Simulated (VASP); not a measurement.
Crystal: HfHF3.

```xyz
5
Lattice="3.7221 0.0000 0.0000 0.0000 3.7221 0.0000 0.0000 0.0000 4.1831" Properties=species:S:1:pos:R:3 pbc="T T T"
Hf    1.8610    1.8610    2.0915
H     0.0000    0.0000    0.0000
F     0.0000    0.0000    2.0915
F     0.0000    1.8610    0.0000
F     1.8610    0.0000    0.0000
```

* Program: VASP 6.6.1
* Task: relaxation of cell and atoms
* Functional: PBE
* Potentials or basis: VASP PAW PBE potentials, release 64 (Hf_pv, H, F)
* Cutoff: 600 eV
* k mesh: 6 × 6 × 4
* Occupations: gaussian, width 0.1 eV
* Spin: no spin polarisation

At the start: pressure -18.0 GPa; volume 11.59 Å³/atom.

**Question.** Where does the relaxation end?

**Answer.** Over 5 steps the energy falls by 171.8 meV/atom and the volume is 9.15 Å³/atom (-21.0 %); space group P4/mmm (No. 123, to 0.05 Å).

The path:
```csv
step,energy change (eV),largest force (eV/Å),pressure (GPa),volume (Å³)
1,0.0000,0.0000,-18.04,57.95
2,-0.8302,0.0000,-4.54,47.68
3,-0.8585,0.0000,-0.36,45.97
4,-0.8587,0.0000,0.24,45.75
5,-0.8591,0.0000,0.23,45.77
```

Final structure:
```cif
data_structure
_symmetry_space_group_name_H-M 'P 1'
_symmetry_Int_Tables_number 1
_cell_length_a 3.4072
_cell_length_b 3.4072
_cell_length_c 3.9423
_cell_angle_alpha 90.000
_cell_angle_beta 90.000
_cell_angle_gamma 90.000
_cell_volume 45.77
loop_
_atom_site_label
_atom_site_type_symbol
_atom_site_fract_x
_atom_site_fract_y
_atom_site_fract_z
_atom_site_occupancy
Hf1 Hf 0.50000 0.50000 0.50000 1
H1 H 0.00000 0.00000 0.00000 1
F1 F 0.00000 0.00000 0.50000 1
F2 F 0.00000 0.50000 0.00000 1
F3 F 0.50000 0.00000 0.00000 1
```

Caveat: the k points lie up to 0.40 Å⁻¹ apart in the final cell; the volume moved by over 15 % at a fixed basis, so the end points are rough.
